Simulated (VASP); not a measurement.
Set up this calculation in VASP 6.6.1, as the native input.

```yaml
Task: single point
Functional: LDA
Potentials_or_basis: VASP PAW LDA potentials, release 64 (Al)
Cutoff: 520 eV
k_mesh: 18 × 18 × 6
Occupations: fermi-dirac, width 0.15 eV
Spin: no spin polarisation
Dipole_correction: no
Further_INCAR_settings: ALGO = Fast; EDIFF = 1e-07; NBANDS = 14
```

The structure of Al lies in POSCAR:

```
Al
1.0
    2.7661644254      0.0000000000      0.0000000000
   -1.3830822127      2.3955686635      0.0000000000
    0.0000000000      0.0000000000      9.0858437904
Al
4
Direct
    0.0000000000      0.0000000000      0.0000000000
    0.3333333333      0.6666666667      0.2500000000
    0.0000000000      0.0000000000      0.5000000000
    0.6666666667      0.3333333333      0.7500000000
```

This isn't the form of Al at room conditions, which is fcc.

These files were run (other wordings do the same):

INCAR

```
PREC = Accurate
ENCUT = 520
EDIFF = 1E-7
ISMEAR = -1
SIGMA = 0.15
LREAL = F
LASPH = T
NELM = 100
ALGO = Fast
ISIF = 2
LWAVE = F
LCHARG = F
NBANDS = 14
```

KPOINTS

```
regular mesh
0
Gamma
  18 18 6
```

Potentials or basis: VASP PAW LDA potentials, release 64 (Al).

Command:

```console
$ cat potpaw_LDA.64/Al/POTCAR > POTCAR
$ mpirun -np 1 vasp_std > vasp.out
```

Results of the run:

```
Pressure               : 5.1 GPa
Band gap on the k mesh : zero (bands 6 and 7 overlap by 5.62 eV)
```

Caveat: the cell stands under pressure.

Wall time 71 s on 1 thread of AMD EPYC 9R45 96-Core Processor (Zen 5) (shared host), peak memory 0.19 GiB.
